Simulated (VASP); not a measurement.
# Ti12C13 in VASP: single point with PBE

Aim: the single point of Ti12C13 with PBE.

Everything below comes from runs of VASP 6.6.1. Logs are shortened: lines on timing, memory, paths and dates and some standing lists are left out, and cuts for length are marked.

### Step 1. The cell of the first run

The cell holds a slab with vacuum, 25 atoms: a = 6.128 Å, b = 6.128 Å, c = 19.811 Å, α = 90.00°, β = 90.00°, γ = 90.00°.

### Step 2. Single point, PBE

The input, INCAR:

```
SYSTEM = Ti12C13
ALGO     = Normal         ! electronic algorithm
DIPOL    = 0.5 0.5 0.316
EDIFF    = 1E-6           ! SCF threshold, eV
ENCUT    = 520            ! plane-wave cutoff, eV
GGA      = PE             ! functional
IDIPOL   = 3            
ISIF     = 2              ! what is computed and relaxed
ISMEAR   = 0              ! smearing method
LASPH    = .True.         ! aspherical terms in the spheres
LCHARG   = .False.        ! write CHGCAR
LDIPOL   = .True.       
LREAL    = Auto         
LWAVE    = .False.        ! write WAVECAR
NBANDS   = 116            ! bands
NELM     = 100            ! most SCF steps
PREC     = Accurate       ! precision mode
SIGMA    = 0.1            ! smearing width, eV
```

The input, KPOINTS:

```
k-points
0
Gamma
  5 5 1
  0 0 0
```

The input, POSCAR:

```
Ti12C13
1.0
    6.1276785486      0.0000000000      0.0000000000
    0.0000000000      6.1276785486      0.0000000000
    0.0000000000      0.0000000000     19.8111521836
Ti C
12 13
Direct
    0.2500000000      0.2500000000      0.2019064799
    0.2500000000      0.7500000000      0.2019064799
    0.7500000000      0.2500000000      0.2019064799
    0.7500000000      0.7500000000      0.2019064799
    0.0000000000      0.0000000000      0.3089759294
    0.0000000000      0.5000000000      0.3089759294
    0.5000000000      0.0000000000      0.3089759294
    0.5000000000      0.5000000000      0.3089759294
    0.2500000000      0.2500000000      0.4140601451
    0.2500000000      0.7500000000      0.4140601451
    0.7500000000      0.2500000000      0.4140601451
    0.7500000000      0.7500000000      0.4140601451
    0.0000000000      0.0000000000      0.2019064799
    0.0000000000      0.5000000000      0.2019064799
    0.5000000000      0.0000000000      0.2019064799
    0.5000000000      0.5000000000      0.2019064799
    0.2500000000      0.2500000000      0.3083897447
    0.2500000000      0.7500000000      0.3083897447
    0.7500000000      0.2500000000      0.3083897447
    0.7500000000      0.7500000000      0.3083897447
    0.0000000000      0.0000000000      0.4195188703
    0.0000000000      0.5000000000      0.4195188703
    0.5000000000      0.0000000000      0.4195188703
    0.5000000000      0.5000000000      0.4195188703
    0.0000000000      0.2500000000      0.4751252586
```

Potentials or basis: VASP PAW PBE potentials, release 64 (Ti_sv, C).

Command:

```console
$ cat potpaw_PBE.64/Ti_sv/POTCAR potpaw_PBE.64/C/POTCAR > POTCAR
$ mpirun -np 1 vasp_std > vasp.out
```

OUTCAR:

```text
SYSTEM = Ti12C13
   EDIFF = 1E-6
   ENCUT = 520
   GGA = PE
   ISIF = 2
   ISMEAR = 0
   LASPH = .True.
   LREAL = Auto
   NELM = 100
   PREC = Accurate

 ion  position               nearest neighbor table
   1  0.250  0.250  0.202-  17 2.11  14 2.17  15 2.17  16 2.17  13 2.17
   2  0.250  0.750  0.202-  18 2.11  14 2.17  15 2.17  16 2.17  13 2.17
   3  0.750  0.250  0.202-  19 2.11  14 2.17  15 2.17  16 2.17  13 2.17
   4  0.750  0.750  0.202-  20 2.11  14 2.17  15 2.17  16 2.17  13 2.17
   5  0.000  0.000  0.309-  13 2.12  17 2.17  18 2.17  19 2.17  20 2.17  21 2.19
   6  0.000  0.500  0.309-  14 2.12  17 2.17  18 2.17  19 2.17  20 2.17  22 2.19
   7  0.500  0.000  0.309-  15 2.12  17 2.17  18 2.17  19 2.17  20 2.17  23 2.19
   8  0.500  0.500  0.309-  16 2.12  17 2.17  18 2.17  19 2.17  20 2.17  24 2.19
   9  0.250  0.250  0.414-  25 1.95  17 2.09  22 2.17  23 2.17  24 2.17  21 2.17
  10  0.250  0.750  0.414-  18 2.09  21 2.17  22 2.17  23 2.17  24 2.17
  11  0.750  0.250  0.414-  25 1.95  19 2.09  22 2.17  23 2.17  24 2.17  21 2.17
  12  0.750  0.750  0.414-  20 2.09  21 2.17  22 2.17  23 2.17  24 2.17
  13  0.000  0.000  0.202-   5 2.12   2 2.17   3 2.17   4 2.17   1 2.17
  14  0.000  0.500  0.202-   6 2.12   2 2.17   3 2.17   4 2.17   1 2.17
  15  0.500  0.000  0.202-   7 2.12   2 2.17   3 2.17   4 2.17   1 2.17
  16  0.500  0.500  0.202-   8 2.12   2 2.17   3 2.17   4 2.17   1 2.17
  17  0.250  0.250  0.308-   9 2.09   1 2.11   6 2.17   7 2.17   8 2.17   5 2.17
  18  0.250  0.750  0.308-  10 2.09   2 2.11   6 2.17   7 2.17   8 2.17   5 2.17
  19  0.750  0.250  0.308-  11 2.09   3 2.11   6 2.17   7 2.17   8 2.17   5 2.17
  20  0.750  0.750  0.308-  12 2.09   4 2.11   6 2.17   7 2.17   8 2.17   5 2.17
  21  0.000  0.000  0.420-  25 1.89  10 2.17  11 2.17  12 2.17   9 2.17   5 2.19
  22  0.000  0.500  0.420-  25 1.89  10 2.17  11 2.17  12 2.17   9 2.17   6 2.19
  23  0.500  0.000  0.420-   9 2.17  10 2.17  11 2.17  12 2.17   7 2.19
  24  0.500  0.500  0.420-   9 2.17  10 2.17  11 2.17  12 2.17   8 2.19
  25  0.000  0.250  0.475-  21 1.89  22 1.89   9 1.95  11 1.95

  LATTYP: Found a simple tetragonal cell.
 ALAT       =     6.1276785486
 C/A-ratio  =     3.2330599633

  Lattice vectors:

 A1 = (   6.1276785486,   0.0000000000,   0.0000000000)
 A2 = (   0.0000000000,   6.1276785486,   0.0000000000)
 A3 = (   0.0000000000,   0.0000000000,  19.8111521836)

Analysis of symmetry for initial positions (statically):
=====================================================================
 Subroutine PRICEL returns:
 Original cell was already a primitive cell.

 Routine SETGRP: Setting up the symmetry group for a
 simple tetragonal supercell.

 Subroutine GETGRP returns: Found  4 space group operations
 (whereof  2 operations were pure point group operations)
 out of a pool of 16 trial point group operations.

The static configuration has the point symmetry C_1h.
 The point group associated with its full space group is C_2v.

Analysis of symmetry for dynamics (positions and initial velocities):
=====================================================================
 Subroutine PRICEL returns:
 Original cell was already a primitive cell.

 Routine SETGRP: Setting up the symmetry group for a
 simple tetragonal supercell.

 Subroutine GETGRP returns: Found  4 space group operations
 (whereof  2 operations were pure point group operations)
 out of a pool of 16 trial point group operations.

The dynamic configuration has the point symmetry C_1h.
 The point group associated with its full space group is C_2v.

 Subroutine INISYM returns: Found  4 space group operations
 (whereof  2 operations are pure point group operations),
 and found     1 'primitive' translations

----------------------------------------------------------------------------------------

                                     Primitive cell

  volume of cell :     743.8779

  direct lattice vectors                    reciprocal lattice vectors
     6.127678549  0.000000000  0.000000000     0.163193939  0.000000000  0.000000000
     0.000000000  6.127678549  0.000000000     0.000000000  0.163193939  0.000000000
     0.000000000  0.000000000 19.811152184     0.000000000  0.000000000  0.050476620

  length of vectors
     6.127678549  6.127678549 19.811152184     0.163193939  0.163193939  0.050476620

  position of ions in fractional coordinates (direct lattice)
     0.250000000  0.250000000  0.201906480
     0.250000000  0.750000000  0.201906480
     0.750000000  0.250000000  0.201906480
     0.750000000  0.750000000  0.201906480
     0.000000000  0.000000000  0.308975929
     0.000000000  0.500000000  0.308975929
[... 17 lines left out ...]
     0.500000000  0.500000000  0.419518870
     0.000000000  0.250000000  0.475125259

  ion indices of the primitive-cell ions
   primitive index   ion index
                 1           1
                 2           2
                 3           3
                 4           4
                 5           5
                 6           6
[... 17 lines left out ...]
                24          24
                25          25

----------------------------------------------------------------------------------------

 KPOINTS: k-points

Automatic generation of k-mesh.
 Grid dimensions read from file:
 generate k-points for:    5    5    1

 Generating k-lattice:

  Cartesian coordinates                     Fractional coordinates (reciprocal lattice)
     0.032638788  0.000000000  0.000000000     0.200000000  0.000000000  0.000000000
     0.000000000  0.032638788  0.000000000     0.000000000  0.200000000  0.000000000
     0.000000000  0.000000000  0.050476620     0.000000000  0.000000000  1.000000000

  Length of vectors
     0.032638788  0.032638788  0.050476620

  Shift w.r.t. Gamma in fractional coordinates (k-lattice)
     0.000000000  0.000000000  0.000000000

 Subroutine IBZKPT returns following result:
 ===========================================

 Found      9 irreducible k-points:

 Following reciprocal coordinates:
            Coordinates               Weight
  0.000000  0.000000  0.000000      1.000000
  0.200000  0.000000  0.000000      2.000000
  0.000000  0.200000  0.000000      2.000000
  0.400000  0.000000  0.000000      2.000000
  0.000000  0.400000  0.000000      2.000000
  0.200000  0.200000  0.000000      4.000000
  0.400000  0.200000  0.000000      4.000000
 -0.200000  0.400000  0.000000      4.000000
  0.400000  0.400000  0.000000      4.000000
   k-points           NKPTS =      9   k-points in BZ     NKDIM =      9   number of bands    NBANDS=    116
   number of dos      NEDOS =    301   number of ions     NIONS =     25
   total plane-waves  NPLWV = 345600
   dimension x,y,z NGX =    48 NGY =   48 NGZ =  150
   dimension x,y,z NGXF=    96 NGYF=   96 NGZF=  300
   ions per type =              12  13
   NGX,Y,Z   is equivalent  to a cutoff of  13.02, 13.02, 12.59 a.u.
   NGXF,Y,Z  is equivalent  to a cutoff of  26.05, 26.05, 25.17 a.u.
 SYSTEM =  Ti12C13
   PREC   = accura    normal or accurate (medium, high low for compatibility)
   ISTART =      0    job   : 0-new  1-cont  2-samecut
   ICHARG =      2    charge: 1-file 2-atom 10-const
   ISPIN  =      1    spin polarized calculation?
   LNONCOLLINEAR =      F non collinear calculations
   LSORBIT =      F    spin-orbit coupling
   LASPH  =      T    aspherical Exc in radial PAW
   ENCUT  =  520.0 eV  38.22 Ry    6.18 a.u.  11.39 11.39 36.84*2*pi/ulx,y,z
   NELM   =    100;   NELMIN=  2; NELMDL= -5     # of ELM steps
   EDIFF  = 0.1E-05   stopping-criterion for ELM
   LREAL  =      T    real-space projection
   EDIFFG = 0.1E-04   stopping-criterion for IOM
   NSW    =      0    number of steps for IOM
   IBRION =     -1    ionic relax: 0-MD 1-quasi-New 2-CG
   NFREE  =      0    steps in history (QN), initial steepest desc. (CG)
   ISIF   =      2    stress and relaxation
   ISYM   =      2    0-nonsym 1-usesym 2-fastsym
   POTIM  = 0.5000    time-step for ionic-motion
   TEBEG  =    0.0;   TEEND  =   0.0 temperature during run
   PSTRESS=    0.0 pullay stress
   NELECT =     196.0000    total number of electrons
   NUPDOWN=      -1.0000    fix difference up-down
   EMIN   =  10.00;   EMAX   =-10.00  energy-range for DOS
   EFERMI =   0.00;   METHOD = LEGACY
   ISMEAR =     0;   SIGMA  =   0.10  broadening in eV -4-tet -1-fermi 0-gaus
   EFERMI_NEDOS =   21; number of points for ismear=-14 and -15
   IALGO  =     38    algorithm
   IMIX   =      4    mixing-type and parameters
     AMIX     =   0.40;   BMIX     =  1.00
     AMIX_MAG =   1.60;   BMIX_MAG =  1.00
  volume/ion in A,a.u.               =      29.76       200.80
  Fermi-wavevector in a.u.,A,eV,Ry     =   1.049525  1.983315 14.986866  1.101504
  Thomas-Fermi vector in A             =   2.184492
   LORBIT       =      0    0 simple, 1 ext, 2 COOP (PROOUT), +10 PAW based schemes
   GGA     = PE    functional components
   LHFCALC =     F    Hartree Fock is set to
   AEXX    =    0.0000 exact exchange contribution
   IVDW    =     0    specifies the selected vdW correction
   LEPSILON=     F    determine dielectric tensor
   LRPA    =     F    only Hartree local field effects (RPA)
 non-spin polarized calculation
 Gauss-broadening in eV      SIGMA  =   0.10
  energy-cutoff  :      520.00
  volume of cell :      743.88
 maximum number of plane-waves:     20077
 NGX is ok and might be reduce to    48
   NGX = 23   NGY = 23   NGZ = 73

 dipolmoment           0.000000      0.000000     -0.292275 electrons x Angstroem

 number of electron     196.0000082 magnetization

 dipolmoment           0.000000      0.000000      0.283976 electrons x Angstroem

 Free energy of the ion-electron system (eV)
  ---------------------------------------------------
  ext. energy  EPLUGINS =         0.00000000
  ---------------------------------------------------
  free energy    TOTEN  =      -222.47140335 eV

  energy without entropy =     -222.44806466  energy(sigma->0) =     -222.45973400

 E-fermi :  -0.0213     XC(G=0):  -5.1433

 val. band max:       -0.0305288924   @ k =   0.2000   0.2000   0.0000
 cond. band min:       0.1655451124   @ k =   0.4000   0.2000   0.0000
 fundamental gap:      0.1960740048
 Fermi energy:        -0.0212934363

 k-point     1 :       0.0000    0.0000    0.0000
  band No.  band energies     occupation
      1     -56.5766      2.00000
      2     -56.5459      2.00000
      3     -56.5407      2.00000
      4     -56.5331      2.00000
      5     -56.5158      2.00000
      6     -56.5044      2.00000
[... 102 lines left out ...]
    109       2.2292      0.00000
    110       2.3033      0.00000
[... 902 lines left out ...]
    109       2.2282      0.00000
    110       2.2529      0.00000
 [bands above 110 left out]

------------------------ aborting loop because EDIFF is reached ----------------------------------------

 vacuum level on the upper side and lower side of the slab       (xc-potential included)         0.661        -0.671

  FORCE on cell =-STRESS in cart. coord.  units (eV):
  Direction    XX          YY          ZZ          XY          YZ          ZX
  --------------------------------------------------------------------------------------
  -------------------------------------------------------------------------------------
  Total       -4.4368394    -17.7124564      4.1889761      0.0000000      0.0000000      0.0000000
  in kB       -9.5561424    -38.1493984      9.0222899      0.0000000      0.0000000      0.0000000
  external PRESSURE =     -12.8944170 kB  Pullay stress =       0.0000000 kB

 VOLUME and BASIS-vectors are now :
 -----------------------------------------------------------------------------
  energy-cutoff  :      520.00
  volume of cell :      743.88
      direct lattice vectors                 reciprocal lattice vectors
     6.127678549  0.000000000  0.000000000     0.163193939  0.000000000  0.000000000
     0.000000000  6.127678549  0.000000000     0.000000000  0.163193939  0.000000000
     0.000000000  0.000000000 19.811152184     0.000000000  0.000000000  0.050476620

 POSITION                                       TOTAL-FORCE (eV/Angst)
 -----------------------------------------------------------------------------------
      1.53192      1.53192      4.00000        -0.033122     -0.000000      0.926036
      1.53192      4.59576      4.00000        -0.053342     -0.000000      0.927237
      4.59576      1.53192      4.00000         0.033122     -0.000000      0.926036
      4.59576      4.59576      4.00000         0.053342     -0.000000      0.927237
      0.00000      0.00000      6.12117         0.000000      0.307498     -0.238128
      0.00000      3.06384      6.12117         0.000000     -0.307498     -0.238128
[... 17 lines left out ...]
      3.06384      3.06384      8.31115         0.000000      0.394960     -0.226660
      0.00000      1.53192      9.41278         0.000000     -0.000000      0.049354
 -----------------------------------------------------------------------------------
    total drift:                                0.000000     -0.000000     -0.141618

  FREE ENERGIE OF THE ION-ELECTRON SYSTEM (eV)
  ---------------------------------------------------
  free  energy   TOTEN  =      -222.4714033462 eV

  energy  without entropy=     -222.4480646611  energy(sigma->0) =     -222.45973400

 vacuum level on the upper side and lower side of the slab         5.440         4.072
```

It took 43 min on 1 thread of Intel Xeon Platinum 8259CL at 2.50GHz (Skylake/Cascade Lake), shared host; peak memory 0.96 GiB.

What came out:

```
Free energy   : -222.4714 eV
Largest force : 2.796 eV/Å
```

Forces on the atoms (eV/Å):
```
Ti  -0.033  0.000  0.926
Ti  -0.053  0.000  0.927
Ti   0.033  0.000  0.926
Ti   0.053  0.000  0.927
Ti   0.000  0.307 -0.238
Ti   0.000 -0.307 -0.238
Ti   0.000  0.059 -0.036
Ti   0.000 -0.059 -0.036
Ti   2.793  0.000 -0.128
Ti   0.648  0.000  0.171
Ti  -2.793  0.000 -0.128
Ti  -0.648  0.000  0.171
C    0.000 -0.101 -1.039
C    0.000  0.101 -1.039
C    0.000  0.024 -0.956
C    0.000 -0.024 -0.956
C   -0.116  0.000 -0.529
C   -0.071  0.000  0.117
C    0.116  0.000 -0.529
C    0.071  0.000  0.117
C    0.000  0.986  0.986
C    0.000 -0.986  0.986
C    0.000 -0.395 -0.227
C    0.000  0.395 -0.227
C    0.000  0.000  0.049
```
